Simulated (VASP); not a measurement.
# Zr3O (P6_322) in VASP: a series of runs, part 2 of 2

VASP 6.6.1. Earlier steps stand in the parts before.

## 3. Single point, PBEsol

The input, INCAR:

```
PREC     = Accurate       # precision mode
ENCUT    = 520            # plane-wave cutoff, eV
EDIFF    = 1E-7           # SCF threshold, eV
ISMEAR   = 0              # smearing method
SIGMA    = 0.1            # smearing width, eV
LREAL    = F              # projectors in reciprocal space
LASPH    = T              # aspherical terms in the spheres
NELM     = 100            # most SCF steps
ALGO     = Normal         # electronic algorithm
ISIF     = 2              # what is computed and relaxed
LWAVE    = F              # write WAVECAR
LCHARG   = F              # write CHGCAR
GGA      = PS             # functional
NBANDS   = 52             # bands
```

The input, KPOINTS:

```
Automatic mesh
0
Gamma
  6 6 8
```

The input, POSCAR:

```
Zr3O
1.0
    5.5836031236      0.0000000000      0.0000000000
   -2.7918015618      4.8355421497      0.0000000000
    0.0000000000      0.0000000000      5.1560071116
Zr O
6 2
Direct
    0.0000000000      0.6605667316      0.5000000000
    0.0000000000      0.3394332684      0.0000000000
    0.6605667316      0.6605667316      0.0000000000
    0.6605667316      0.0000000000      0.5000000000
    0.3394332684      0.3394332684      0.5000000000
    0.3394332684      0.0000000000      0.0000000000
    0.6666666667      0.3333333333      0.7500000000
    0.3333333333      0.6666666667      0.2500000000
```

Potentials or basis: VASP PAW PBE potentials, release 64 (Zr_sv, O).

The run is started by

```
> cat potpaw_PBE.64/Zr_sv/POTCAR potpaw_PBE.64/O/POTCAR > POTCAR
> mpirun -np 1 vasp_std > vasp.out
```

OUTCAR:

```text
PREC = Accurate
   ENCUT = 520
   EDIFF = 1E-7
   ISMEAR = 0
   LREAL = F
   LASPH = T
   NELM = 100
   ISIF = 2
   GGA = PS

 ion  position               nearest neighbor table
   1  0.000  0.661  0.500-   8 2.25   7 2.25   2 3.14   2 3.14   5 3.19   5 3.19   4 3.19   4 3.19
                             3 3.20   3 3.20   6 3.20   6 3.20   4 3.28   5 3.28
   2  0.000  0.339  0.000-   7 2.25   8 2.25   1 3.14   1 3.14   3 3.19   3 3.19   6 3.19   6 3.19
                             5 3.20   5 3.20   4 3.20   4 3.20   6 3.28   3 3.28
   3  0.661  0.661  0.000-   8 2.25   7 2.25   5 3.14   5 3.14   2 3.19   2 3.19   6 3.19   6 3.19
                             1 3.20   1 3.20   4 3.20   4 3.20   6 3.28   2 3.28
   4  0.661  0.000  0.500-   7 2.25   8 2.25   6 3.14   6 3.14   5 3.19   1 3.19   5 3.19   1 3.19
                             3 3.20   2 3.20   3 3.20   2 3.20   1 3.28   5 3.28
   5  0.339  0.339  0.500-   7 2.25   8 2.25   3 3.14   3 3.14   1 3.19   1 3.19   4 3.19   4 3.19
                             2 3.20   2 3.20   6 3.20   6 3.20   4 3.28   1 3.28
   6  0.339  0.000  0.000-   8 2.25   7 2.25   4 3.14   4 3.14   3 3.19   2 3.19   3 3.19   2 3.19
                             1 3.20   1 3.20   5 3.20   5 3.20   2 3.28   3 3.28
   7  0.667  0.333  0.750-   2 2.25   4 2.25   1 2.25   6 2.25   5 2.25   3 2.25
   8  0.333  0.667  0.250-   1 2.25   6 2.25   2 2.25   4 2.25   3 2.25   5 2.25

  LATTYP: Found a hexagonal cell.
 ALAT       =     5.5836031236
 C/A-ratio  =     0.9234193401

  Lattice vectors:

 A1 = (   5.5836031236,   0.0000000000,   0.0000000000)
 A2 = (  -2.7918015618,   4.8355421497,   0.0000000000)
 A3 = (   0.0000000000,   0.0000000000,   5.1560071116)

Analysis of symmetry for initial positions (statically):
=====================================================================
 Subroutine PRICEL returns:
 Original cell was already a primitive cell.

 Routine SETGRP: Setting up the symmetry group for a
 hexagonal supercell.

 Subroutine GETGRP returns: Found 12 space group operations
 (whereof  6 operations were pure point group operations)
 out of a pool of 24 trial point group operations.

The static configuration has the point symmetry D_3 .
 The point group associated with its full space group is D_6 .
[... 155 lines left out ...]
   LEPSILON=     F    determine dielectric tensor
   LRPA    =     F    only Hartree local field effects (RPA)
 non-spin polarized calculation
 Gauss-broadening in eV      SIGMA  =   0.10
  energy-cutoff  :      520.00
  volume of cell :      139.21
 maximum number of plane-waves:      3776
 NGX is ok and might be reduce to    42
   NGX = 21   NGY = 21   NGZ = 19

 number of electron      83.9999999 magnetization

 Free energy of the ion-electron system (eV)
  ---------------------------------------------------
  ext. energy  EPLUGINS =         0.00000000
  ---------------------------------------------------
  free energy    TOTEN  =       -76.69457401 eV

  energy without entropy =      -76.66394912  energy(sigma->0) =      -76.67926156

 E-fermi :   9.7486     XC(G=0): -11.7777

 val. band max:        9.7452547809   @ k =   0.0000   0.0000   0.5000
 cond. band min:       9.7592713726   @ k =   0.3333   0.0000   0.3750
 fundamental gap:      0.0140165918
 Fermi energy:         9.7486161623

 k-point     1 :       0.0000    0.0000    0.0000
  band No.  band energies     occupation
      1     -38.9591      2.00000
      2     -38.7907      2.00000
      3     -38.7749      2.00000
      4     -38.7749      2.00000
      5     -38.7602      2.00000
      6     -38.7602      2.00000
[... 1309 lines left out ...]
     51      12.5729      0.00000
     52      12.8557      0.00000

 [... further k-points ...]

------------------------ aborting loop because EDIFF is reached ----------------------------------------

  FORCE on cell =-STRESS in cart. coord.  units (eV):
  Direction    XX          YY          ZZ          XY          YZ          ZX
  --------------------------------------------------------------------------------------
  -------------------------------------------------------------------------------------
  Total        0.1742634      0.1742634      0.1830272      0.0000000      0.0000000      0.0000000
  in kB        2.0055969      2.0055969      2.1064590      0.0000000      0.0000000      0.0000000
  external PRESSURE =       2.0392176 kB  Pullay stress =       0.0000000 kB

 VOLUME and BASIS-vectors are now :
 -----------------------------------------------------------------------------
  energy-cutoff  :      520.00
  volume of cell :      139.21
      direct lattice vectors                 reciprocal lattice vectors
     5.583603124  0.000000000  0.000000000     0.179095824  0.103401022  0.000000000
    -2.791801562  4.835542150  0.000000000     0.000000000  0.206802044  0.000000000
     0.000000000  0.000000000  5.156007112     0.000000000  0.000000000  0.193948530

 POSITION                                       TOTAL-FORCE (eV/Angst)
 -----------------------------------------------------------------------------------
     -1.84417      3.19420      2.57800        -0.007469      0.012937     -0.000000
     -0.94763      1.64134      0.00000         0.007469     -0.012937     -0.000000
      1.84417      3.19420      0.00000         0.007469      0.012937      0.000000
      3.68834      0.00000      2.57800         0.014939     -0.000000     -0.000000
      0.94763      1.64134      2.57800        -0.007469     -0.012937      0.000000
      1.89526      0.00000      0.00000        -0.014939     -0.000000      0.000000
      2.79180      1.61185      3.86701         0.000000     -0.000000     -0.000000
     -0.00000      3.22369      1.28900         0.000000     -0.000000     -0.000000
 -----------------------------------------------------------------------------------
    total drift:                               -0.000001      0.000000     -0.000000

  FREE ENERGIE OF THE ION-ELECTRON SYSTEM (eV)
  ---------------------------------------------------
  free  energy   TOTEN  =       -76.6945740121 eV

  energy  without entropy=      -76.6639491173  energy(sigma->0) =      -76.67926156
```

OSZICAR:

```text
N       E                     dE             d eps       ncg     rms          rms(c)
DAV:   1     0.923292724756E+03    0.92329E+03   -0.45374E+04  3640   0.164E+03
DAV:   2     0.485480261391E+01   -0.91844E+03   -0.89789E+03  4104   0.493E+02
DAV:   3    -0.755854708221E+02   -0.80440E+02   -0.78996E+02  5548   0.118E+02
DAV:   4    -0.819304731062E+02   -0.63450E+01   -0.63112E+01  5560   0.285E+01
DAV:   5    -0.822952650189E+02   -0.36479E+00   -0.36460E+00  4964   0.522E+00    0.355E+01
DAV:   6    -0.770865730089E+02    0.52087E+01   -0.24866E+01  4708   0.212E+01    0.158E+01
DAV:   7    -0.767239158455E+02    0.36266E+00   -0.36795E+00  4540   0.726E+00    0.624E+00
DAV:   8    -0.766918288002E+02    0.32087E-01   -0.38259E-01  4760   0.270E+00    0.132E+00
DAV:   9    -0.766966485496E+02   -0.48197E-02   -0.85647E-02  4672   0.137E+00    0.549E-01
DAV:  10    -0.766945820296E+02    0.20665E-02   -0.19088E-02  4856   0.542E-01    0.833E-02
DAV:  11    -0.766945809782E+02    0.10513E-05   -0.76169E-04  4504   0.121E-01    0.355E-02
DAV:  12    -0.766945743633E+02    0.66149E-05   -0.16446E-04  5320   0.503E-02    0.883E-03
DAV:  13    -0.766945743215E+02    0.41886E-07   -0.10166E-05  4800   0.128E-02    0.288E-03
DAV:  14    -0.766945741288E+02    0.19267E-06   -0.65294E-07  3520   0.295E-03    0.144E-03
DAV:  15    -0.766945740275E+02    0.10127E-06   -0.18443E-07  2704   0.162E-03    0.326E-04
DAV:  16    -0.766945740121E+02    0.15441E-07   -0.25190E-08  2240   0.750E-04
   1 F= -.76694574E+02 E0= -.76679262E+02  d E =-.306249E-01
```

stdout:

```text
POSCAR found type information on POSCAR ZrO
 POSCAR found :  2 types and       8 ions
 scaLAPACK will be used
 -----------------------------------------------------------------------------
|                                                                             |
|                                                                             |
|     You enforced a specific xc type in the INCAR file but a different       |
|     I HOPE YOU KNOW WHAT YOU ARE DOING!                                     |
|                                                                             |
 -----------------------------------------------------------------------------

 LDA part: xc-table for (Slater+PW92), standard interpolation
 POSCAR, INCAR and KPOINTS ok, starting setup
 FFT: planning ... GRIDC
 FFT: planning ... GRID_SOFT
 FFT: planning ... GRID
 WAVECAR not read
 entering main loop
```

Wall time 4.4 min (1 thread of Intel Xeon Platinum 8259CL at 2.50GHz (Skylake/Cascade Lake), shared host); peak memory 0.36 GiB.

What came out:

```yaml
Free_energy: -76.6946 eV
Pressure: 0.2 GPa
Largest_force: 0.015 eV/Å
Band_gap_on_the_k_mesh: zero (bands 42 and 43 overlap by 0.82 eV)
```

Forces on the atoms (eV/Å):
```
Zr  -0.007  0.013  0.000
Zr   0.007 -0.013  0.000
Zr   0.007  0.013  0.000
Zr   0.015  0.000  0.000
Zr  -0.007 -0.013  0.000
Zr  -0.015  0.000  0.000
O    0.000  0.000  0.000
O    0.000  0.000  0.000
```

Caveat: the PAW data sets were made with another functional, which shifts forces and pressure a little.
